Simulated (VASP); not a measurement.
# Ru2S (R-3m) in VASP: a series of runs

Runs on Ru2S. Level: PBE. Tasks: single point, relaxation of cell and atoms.

Program: VASP 6.6.1. These are calculated values, not measurements. Logs are shortened: lines on timing, memory, paths and dates and some standing lists are left out, and cuts for length are marked.

## (1) The cell of the first run

The structure is trigonal, space group R-3m (No. 166). The conventional cell has a = 3.337 Å, b = 3.337 Å, c = 15.118 Å, α = 90.00°, β = 90.00°, γ = 120.00°. Within 3.0 Å of Ru (site symmetry 3m) lie 3 S at 2.30 Å. S (site symmetry -3m) has 6 Ru at 2.30 Å within 3.0 Å.

## (2) Single point, PBE, collinear spin, ferromagnetic start

File INCAR:

```
ALGO = Normal ; EDIFF = 1E-6
ENCUT = 520 ; GGA = PE
ISIF = 2 ; ISMEAR = 0
ISPIN = 2 ; LASPH = True
LCHARG = False ; LMAXMIX = 4
LORBIT = 11 ; LREAL = False
LWAVE = False ; MAGMOM = 1 1 0
NBANDS = 28 ; NELM = 150
PREC = Accurate ; SIGMA = 0.1
```

File KPOINTS:

```
k-points
0
Gamma
  6 6 6
```

File POSCAR:

```
Ru2S
1.0
    1.6685262625      0.9633240868      5.0393761431
   -1.6685262625      0.9633240868      5.0393761431
    0.0000000000     -1.9266481736      5.0393761431
Ru S
2 1
Direct
    0.7500000000      0.7500000000      0.7500000000
    0.2500000000      0.2500000000      0.2500000000
    0.0000000000      0.0000000000      0.0000000000
```

Potentials or basis: VASP PAW PBE potentials, release 64 (Ru_pv, S).

The run is started by

```console
cat potpaw_PBE.64/Ru_pv/POTCAR potpaw_PBE.64/S/POTCAR > POTCAR
mpirun -np 1 vasp_std > vasp.out
```

OUTCAR:

```text
EDIFF = 1E-6
   ENCUT = 520
   GGA = PE
   ISIF = 2
   ISMEAR = 0
   ISPIN = 2
   LASPH = True
   LORBIT = 11
   LREAL = False
   NELM = 150
   PREC = Accurate

 ion  position               nearest neighbor table
   1  0.750  0.750  0.750-   3 2.30   3 2.30   3 2.30   2 3.17   2 3.17   2 3.17   2 3.17   2 3.17
                             2 3.17
   2  0.250  0.250  0.250-   3 2.30   3 2.30   3 2.30   1 3.17   1 3.17   1 3.17   1 3.17   1 3.17
                             1 3.17
   3  0.000  0.000  0.000-   1 2.30   2 2.30   1 2.30   1 2.30   2 2.30   2 2.30

  LATTYP: Found a trigonal (rhomboedric) cell.
 ALAT       =     5.3951167825
 COS(alpha) =     0.8087090651

  Lattice vectors:

 A1 = (   1.6685262625,   0.9633240868,   5.0393761431)
 A2 = (  -1.6685262625,   0.9633240868,   5.0393761431)
 A3 = (   0.0000000000,  -1.9266481736,   5.0393761431)

Analysis of symmetry for initial positions (statically):
=====================================================================
 Subroutine PRICEL returns:
 Original cell was already a primitive cell.

 Routine SETGRP: Setting up the symmetry group for a
 trigonal (rhombohedral) supercell.

 Subroutine GETGRP returns: Found 12 space group operations
 (whereof 12 operations were pure point group operations)
 out of a pool of 12 trial point group operations.

The static configuration has the point symmetry D_3d.

Analysis of symmetry for dynamics (positions and initial velocities):
=====================================================================
 Subroutine PRICEL returns:
 Original cell was already a primitive cell.

 Routine SETGRP: Setting up the symmetry group for a
 trigonal (rhombohedral) supercell.

 Subroutine GETGRP returns: Found 12 space group operations
 (whereof 12 operations were pure point group operations)
 out of a pool of 12 trial point group operations.

The dynamic configuration has the point symmetry D_3d.

Analysis of structural, dynamic, and magnetic symmetry:
=====================================================================
 Subroutine PRICEL returns:
 Original cell was already a primitive cell.

 Routine SETGRP: Setting up the symmetry group for a
 trigonal (rhombohedral) supercell.

 Subroutine GETGRP returns: Found 12 space group operations
 (whereof 12 operations were pure point group operations)
 out of a pool of 12 trial point group operations.

The overall configuration has the point symmetry D_3d.

 Subroutine INISYM returns: Found 12 space group operations
 (whereof 12 operations are pure point group operations),
 and found     1 'primitive' translations

----------------------------------------------------------------------------------------

                                     Primitive cell

  volume of cell :      48.5997

  direct lattice vectors                    reciprocal lattice vectors
     1.668526262  0.963324087  5.039376143     0.299665646  0.173012041  0.066145754
    -1.668526262  0.963324087  5.039376143    -0.299665646  0.173012041  0.066145754
     0.000000000 -1.926648174  5.039376143     0.000000000 -0.346024083  0.066145754

  length of vectors
     5.395116782  5.395116782  5.395116782     0.352289549  0.352289549  0.352289549

  position of ions in fractional coordinates (direct lattice)
     0.750000000  0.750000000  0.750000000
     0.250000000  0.250000000  0.250000000
     0.000000000  0.000000000  0.000000000

  ion indices of the primitive-cell ions
   primitive index   ion index
                 1           1
                 2           2
                 3           3

----------------------------------------------------------------------------------------

 KPOINTS: k-points

Automatic generation of k-mesh.
 Grid dimensions read from file:
 generate k-points for:    6    6    6

 Generating k-lattice:

  Cartesian coordinates                     Fractional coordinates (reciprocal lattice)
     0.049944274  0.028835340  0.011024292     0.166666667  0.000000000 -0.000000000
    -0.049944274  0.028835340  0.011024292     0.000000000  0.166666667 -0.000000000
     0.000000000 -0.057670680  0.011024292    -0.000000000 -0.000000000  0.166666667

  Length of vectors
     0.058714925  0.058714925  0.058714925

  Shift w.r.t. Gamma in fractional coordinates (k-lattice)
     0.000000000  0.000000000  0.000000000

 Subroutine IBZKPT returns following result:
 ===========================================

 Found     32 irreducible k-points:

 Following reciprocal coordinates:
            Coordinates               Weight
  0.000000  0.000000  0.000000      1.000000
  0.166667  0.000000  0.000000      6.000000
  0.333333 -0.000000  0.000000      6.000000
  0.500000 -0.000000  0.000000      3.000000
  0.166667  0.166667  0.000000      6.000000
  0.333333  0.166667  0.000000     12.000000
[... 16 lines left out ...]
  0.500000  0.500000  0.166667      6.000000
 -0.333333  0.500000  0.166667     12.000000
 [... further k-points ...]
   k-points           NKPTS =     32   k-points in BZ     NKDIM =     32   number of bands    NBANDS=     28
   number of dos      NEDOS =    301   number of ions     NIONS =      3
   total plane-waves  NPLWV =  64000
   dimension x,y,z NGX =    40 NGY =   40 NGZ =   40
   dimension x,y,z NGXF=    80 NGYF=   80 NGZF=   80
   ions per type =               2   1
   NGX,Y,Z   is equivalent  to a cutoff of  12.33, 12.33, 12.33 a.u.
   NGXF,Y,Z  is equivalent  to a cutoff of  24.65, 24.65, 24.65 a.u.
 SYSTEM =  unknown system
   PREC   = accura    normal or accurate (medium, high low for compatibility)
   ISTART =      0    job   : 0-new  1-cont  2-samecut
   ICHARG =      2    charge: 1-file 2-atom 10-const
   ISPIN  =      2    spin polarized calculation?
   LNONCOLLINEAR =      F non collinear calculations
   LSORBIT =      F    spin-orbit coupling
   LASPH  =      T    aspherical Exc in radial PAW
   ENCUT  =  520.0 eV  38.22 Ry    6.18 a.u.  10.03 10.03 10.03*2*pi/ulx,y,z
   NELM   =    150;   NELMIN=  2; NELMDL= -5     # of ELM steps
   EDIFF  = 0.1E-05   stopping-criterion for ELM
   LREAL  =      F    real-space projection
   EDIFFG = 0.1E-04   stopping-criterion for IOM
   NSW    =      0    number of steps for IOM
   IBRION =     -1    ionic relax: 0-MD 1-quasi-New 2-CG
   NFREE  =      0    steps in history (QN), initial steepest desc. (CG)
   ISIF   =      2    stress and relaxation
   ISYM   =      2    0-nonsym 1-usesym 2-fastsym
   POTIM  = 0.5000    time-step for ionic-motion
   TEBEG  =    0.0;   TEEND  =   0.0 temperature during run
   PSTRESS=    0.0 pullay stress
   NELECT =      34.0000    total number of electrons
   NUPDOWN=      -1.0000    fix difference up-down
   EMIN   =  10.00;   EMAX   =-10.00  energy-range for DOS
   EFERMI =   0.00;   METHOD = LEGACY
   ISMEAR =     0;   SIGMA  =   0.10  broadening in eV -4-tet -1-fermi 0-gaus
   EFERMI_NEDOS =   21; number of points for ismear=-14 and -15
   IALGO  =     38    algorithm
   IMIX   =      4    mixing-type and parameters
     AMIX     =   0.40;   BMIX     =  1.00
     AMIX_MAG =   1.60;   BMIX_MAG =  1.00
  volume/ion in A,a.u.               =      16.20       109.32
  Fermi-wavevector in a.u.,A,eV,Ry     =   1.453305  2.746347 28.736786  2.112094
  Thomas-Fermi vector in A             =   2.570586
   LORBIT       =     11    0 simple, 1 ext, 2 COOP (PROOUT), +10 PAW based schemes
   GGA     = PE    functional components
   LHFCALC =     F    Hartree Fock is set to
   AEXX    =    0.0000 exact exchange contribution
   IVDW    =     0    specifies the selected vdW correction
   LEPSILON=     F    determine dielectric tensor
   LRPA    =     F    only Hartree local field effects (RPA)
 spin polarized calculation
 Gauss-broadening in eV      SIGMA  =   0.10
  energy-cutoff  :      520.00
  volume of cell :       48.60
 maximum number of plane-waves:      1318
   NGX = 21   NGY = 21   NGZ = 21

 number of electron      34.0000001 magnetization       0.0007108

 Free energy of the ion-electron system (eV)
  ---------------------------------------------------
  ext. energy  EPLUGINS =         0.00000000
  ---------------------------------------------------
  free energy    TOTEN  =       -21.11330665 eV

  energy without entropy =      -21.09480451  energy(sigma->0) =      -21.10405558

 E-fermi :   9.4166     XC(G=0): -12.1264

 val. band max:        9.3723953855   @ k =  -0.3333   0.5000   0.3333
 cond. band min:       9.4257256695   @ k =   0.5000   0.3333   0.0000
 fundamental gap:      0.0533302840
 Fermi energy:         9.4165933448

 spin component 1

 k-point     1 :       0.0000    0.0000    0.0000
  band No.  band energies     occupation
      1     -33.1172      1.00000
      2     -33.0743      1.00000
      3     -33.0743      1.00000
      4     -33.0403      1.00000
      5     -33.0403      1.00000
      6     -32.9126      1.00000
[... 20 lines left out ...]
     27      21.1945      0.00000
     28      21.3882      0.00000

 k-point     2 :       0.1667    0.0000    0.0000
  band No.  band energies     occupation
      1     -33.1033      1.00000
      2     -33.0953      1.00000
      3     -33.0782      1.00000
      4     -33.0643      1.00000
      5     -33.0482      1.00000
      6     -32.9229      1.00000
[... 20 lines left out ...]
     27      21.1949      0.00000
     28      21.3197      0.00000

 k-point     3 :       0.3333   -0.0000    0.0000
  band No.  band energies     occupation
      1     -33.1400      1.00000
      2     -33.1232      1.00000
      3     -33.0849      1.00000
      4     -33.0652      1.00000
      5     -33.0520      1.00000
      6     -32.9530      1.00000
[... 616 lines left out ...]
      3     -33.0999      1.00000
      4     -33.0501      1.00000
      5     -33.0086      1.00000
      6     -32.9596      1.00000
[... 20 lines left out ...]
     27      21.2055      0.00000
     28      21.4321      0.00000

 k-point    24 :      -0.3333    0.5000    0.1667
  band No.  band energies     occupation
      1     -33.1763      1.00000
      2     -33.1490      1.00000
      3     -33.1096      1.00000
      4     -33.0721      1.00000
      5     -32.9956      1.00000
      6     -32.9676      1.00000
[... 20 lines left out ...]
     27      20.7036      0.00000
     28      21.1197      0.00000

 [... further k-points ...]

 spin component 2

 k-point     1 :       0.0000    0.0000    0.0000
  band No.  band energies     occupation
      1     -33.1169      1.00000
      2     -33.0740      1.00000
      3     -33.0740      1.00000
      4     -33.0400      1.00000
      5     -33.0400      1.00000
      6     -32.9123      1.00000
[... 20 lines left out ...]
     27      21.1949      0.00000
     28      21.3883      0.00000

 k-point     2 :       0.1667    0.0000    0.0000
  band No.  band energies     occupation
      1     -33.1030      1.00000
      2     -33.0950      1.00000
      3     -33.0779      1.00000
      4     -33.0641      1.00000
      5     -33.0479      1.00000
      6     -32.9226      1.00000
[... 20 lines left out ...]
     27      21.2273      0.00000
     28      21.3201      0.00000

 k-point     3 :       0.3333   -0.0000    0.0000
  band No.  band energies     occupation
      1     -33.1397      1.00000
      2     -33.1230      1.00000
      3     -33.0846      1.00000
      4     -33.0649      1.00000
      5     -33.0518      1.00000
      6     -32.9527      1.00000
[... 616 lines left out ...]
      3     -33.0996      1.00000
      4     -33.0498      1.00000
      5     -33.0084      1.00000
      6     -32.9594      1.00000
[... 20 lines left out ...]
     27      21.4180      0.00000
     28      21.4848      0.00000

 k-point    24 :      -0.3333    0.5000    0.1667
  band No.  band energies     occupation
      1     -33.1760      1.00000
      2     -33.1487      1.00000
      3     -33.1093      1.00000
      4     -33.0718      1.00000
      5     -32.9953      1.00000
      6     -32.9673      1.00000
[... 20 lines left out ...]
     27      20.7036      0.00000
     28      21.1195      0.00000

 [... further k-points ...]
[... 5 lines left out ...]
  --------------------------------------------------------------------------------------
  -------------------------------------------------------------------------------------
  Total       -1.2966656     -1.2966656     -7.0216854     -0.0000000      0.0000000      0.0000000
  in kB      -42.7469459    -42.7469459   -231.4826578     -0.0000000      0.0000000      0.0000000
  external PRESSURE =    -105.6588498 kB  Pullay stress =       0.0000000 kB

 VOLUME and BASIS-vectors are now :
 -----------------------------------------------------------------------------
  energy-cutoff  :      520.00
  volume of cell :       48.60
      direct lattice vectors                 reciprocal lattice vectors
     1.668526262  0.963324087  5.039376143     0.299665646  0.173012041  0.066145754
    -1.668526262  0.963324087  5.039376143    -0.299665646  0.173012041  0.066145754
     0.000000000 -1.926648174  5.039376143     0.000000000 -0.346024083  0.066145754

 POSITION                                       TOTAL-FORCE (eV/Angst)
 -----------------------------------------------------------------------------------
      0.00000      0.00000     11.33860         0.000000     -0.000000     -0.013934
      0.00000      0.00000      3.77953         0.000000      0.000000      0.013934
      0.00000      0.00000      0.00000         0.000000      0.000000     -0.000000
 -----------------------------------------------------------------------------------
    total drift:                               -0.000000      0.000000      0.000000

  FREE ENERGIE OF THE ION-ELECTRON SYSTEM (eV)
  ---------------------------------------------------
  free  energy   TOTEN  =       -21.1133066516 eV

  energy  without entropy=      -21.0948045055  energy(sigma->0) =      -21.10405558

 total charge

# of ion       s       p       d       tot
------------------------------------------
    1        0.252   6.174   6.157  12.583
    2        0.252   6.174   6.157  12.583
    3        1.300   2.310   0.000   3.610
--------------------------------------------------
tot          1.804  14.658  12.315  28.777

 magnetization (x)

# of ion       s       p       d       tot
------------------------------------------
    1        0.000   0.000   0.000   0.000
    2        0.000   0.000   0.000   0.000
    3       -0.000  -0.000   0.000  -0.000
--------------------------------------------------
tot          0.000  -0.000   0.001   0.001
```

It took 66 s on 1 thread of Intel Xeon 6975P-C (Granite Rapids), shared host; peak memory 0.32 GiB.

Results:

- Free energy: -21.1133 eV
- Pressure: -10.6 GPa
- Largest force: 0.014 eV/Å
- Band gap on the k mesh: zero (filled and empty bands overlap)
- Net moment: 0.00 μB per cell
- Valence electrons inside the program's atomic spheres: Ru 12.58; S 3.61

Forces in eV/Å, atoms in the order of the input:
```
Ru   0.000  0.000 -0.014
Ru   0.000  0.000  0.014
S    0.000  0.000  0.000
```

Caveat: the k points lie up to 0.37 Å⁻¹ apart.

## (3) Single point, PBE

This run uses another cell than the first one, of 14.38 Å³/atom, 0.888 times its volume.

File INCAR:

```
PREC     = Accurate       # precision mode
ENCUT    = 520            # plane-wave cutoff, eV
EDIFF    = 1E-7           # SCF threshold, eV
ISMEAR   = 0              # smearing method
SIGMA    = 0.1            # smearing width, eV
LREAL    = False          # projectors in reciprocal space
LASPH    = True           # aspherical terms in the spheres
NELM     = 80             # most SCF steps
ALGO     = Normal         # electronic algorithm
ISIF     = 2              # what is computed and relaxed
LWAVE    = False          # write WAVECAR
LCHARG   = True           # write CHGCAR
GGA      = PE             # functional
LELF     = True           # ELF
LVHAR    = True         
NBANDS   = 24             # bands
```

File KPOINTS:

```
Automatic mesh
0
Gamma
  6 6 6
```

File POSCAR:

```
Ru2S
1.0
    1.8253356224      1.0538580129      3.7383086135
   -1.8253356224      1.0538580129      3.7383086135
    0.0000000000     -2.1077160259      3.7383086135
Ru S
2 1
Direct
    0.7483709211      0.7483709211      0.7483709211
    0.2516290789      0.2516290789      0.2516290789
    0.0000000000      0.0000000000      0.0000000000
```

Potentials or basis: VASP PAW PBE potentials, release 64 (Ru_pv, S).

The run is started by

```console
cat potpaw_PBE.64/Ru_pv/POTCAR potpaw_PBE.64/S/POTCAR > POTCAR
mpirun -np 1 vasp_std > vasp.out
```

It took 24 s on 1 thread of Intel Xeon 6975P-C, shared host; peak memory 0.18 GiB.

The run converged. Its results:

- Free energy: -22.2575 eV
- Pressure: 0.2 GPa
- Largest force: 0.013 eV/Å
- Band gap on the k mesh: zero (band 17 reaches 12.68 eV, above the bottom of band 18 at 9.82 eV)

Forces on the atoms (eV/Å):
```
Ru   0.000  0.000 -0.013
Ru   0.000  0.000  0.013
S    0.000  0.000  0.000
```

Stress tensor (GPa, compression positive):
```
 0.30  0.00  0.00
 0.00  0.30  0.00
 0.00  0.00 -0.03
```

Levels at points of the mesh, in eV from the Fermi level:
```tsv
k point	band 15	band 16	band 17	band 18	band 19	band 20
(0.00, 0.00, 0.00)	-0.68	0.81	1.57	1.57	2.06	3.37
(0.50, 0.00, 0.00)	-1.53	-1.44	-1.19	-0.54	2.15	3.22
(0.50, 0.50, 0.00)	-1.14	-0.92	0.02	0.53	1.57	1.89
(0.50, 0.50, 0.50)	-1.55	-1.44	-1.44	-1.29	3.90	3.90
```

## (4) Relaxation of cell and atoms, PBE

File INCAR:

```
ALGO = Normal ; EDIFF = 1E-6
EDIFFG = -0.04 ; ENCUT = 600
GGA = PE ; IBRION = 2
ISIF = 3 ; ISMEAR = 0
LASPH = T ; LCHARG = F
LREAL = F ; LWAVE = F
NELM = 60 ; NSW = 90
PREC = Accurate ; SIGMA = 0.1
```

File KPOINTS:

```
k-points
0
Gamma
  6 6 6
```

File POSCAR:

```
Ru2S
1.0
    1.6685262625      0.9633240868      5.0393761431
   -1.6685262625      0.9633240868      5.0393761431
    0.0000000000     -1.9266481736      5.0393761431
Ru S
2 1
Direct
    0.7500000000      0.7500000000      0.7500000000
    0.2500000000      0.2500000000      0.2500000000
    0.0000000000      0.0000000000      0.0000000000
```

The run is started by

```console
cat potpaw_PBE.64/Ru_pv/POTCAR potpaw_PBE.64/S/POTCAR > POTCAR
mpirun -np 1 vasp_std > vasp.out
```

Run time: 14 min. Hardware: 1 thread of Intel Xeon 6975P-C, shared host; peak memory 0.37 GiB.

It converged, with:

* Free energy: -22.2572 eV
* Relaxed volume: 14.39 Å³/atom
* Relaxed cell: a = 4.287 Å, b = 4.287 Å, c = 4.287 Å, α = 50.45°, β = 50.45°, γ = 50.45°
* Space group after relaxing (to 0.05 Å): R-3m (No. 166)
* Energy gained by relaxing: 381.2 meV/atom
* Ionic steps: 16
* Pressure after relaxing: 0.1 GPa
* Largest force after relaxing: 0.018 eV/Å
* Band gap on the k mesh: zero (band 17 reaches 12.68 eV, above the bottom of band 18 at 9.80 eV)

Forces in eV/Å, atoms in the order of the input:
```
Ru   0.000  0.000  0.018
Ru   0.000  0.000 -0.018
S    0.000  0.000  0.000
```

Step by step:
```csv
step,energy change (eV),largest force (eV/Å),pressure (GPa),volume (Å³)
1,0.0000,0.0131,-10.58,48.60
2,-0.3264,0.9770,21.21,41.32
3,-0.3677,0.6352,11.36,42.94
4,-0.6709,0.3309,12.83,42.10
5,-0.9014,0.2186,19.20,40.32
6,-1.0844,0.7723,-5.12,44.20
7,-1.0971,0.6884,-0.80,43.33
8,-1.1159,0.4669,-0.66,43.37
9,-1.1347,0.1722,0.13,43.48
10,-1.1349,0.1065,0.04,43.47
11,-1.1382,0.0867,-0.37,43.50
12,-1.1411,0.0896,-1.01,43.53
13,-1.1414,0.0949,-1.20,43.54
14,-1.1431,0.1013,0.40,43.15
15,-1.1431,0.1008,0.30,43.18
16,-1.1435,0.0183,0.06,43.17
```

Final structure:
```yaml
crystal:
  lattice:
    - [1.82727, 1.05498, 3.73238]
    - [-1.82727, 1.05498, 3.73238]
    - [0.00000, -2.10996, 3.73238]
  atoms:
    - { symbol: Ru, position: [0.74827, 0.74827, 0.74827] }
    - { symbol: Ru, position: [0.25173, 0.25173, 0.25173] }
    - { symbol: S, position: [0.00000, 0.00000, 0.00000] }
```

Levels at points of the mesh, in eV from the Fermi level:
```tsv
k point	band 13	band 14	band 15	band 16	band 17	band 18	band 19	band 20	band 21
(0.00, 0.00, 0.00)	-1.27	-0.66	-0.66	0.83	1.58	1.58	2.07	3.38	3.38
(0.50, 0.00, 0.00)	-2.11	-2.05	-1.53	-1.43	-1.19	-0.55	2.17	3.22	3.29
(0.50, 0.50, 0.00)	-3.09	-1.53	-1.15	-0.91	0.03	0.53	1.58	1.89	5.05
(0.50, 0.50, 0.50)	-2.05	-2.05	-1.53	-1.43	-1.43	-1.29	3.89	3.92	4.16
```

Caveat: the k points lie up to 0.34 Å⁻¹ apart in the final cell.

(Continued in part 2 of 2.)
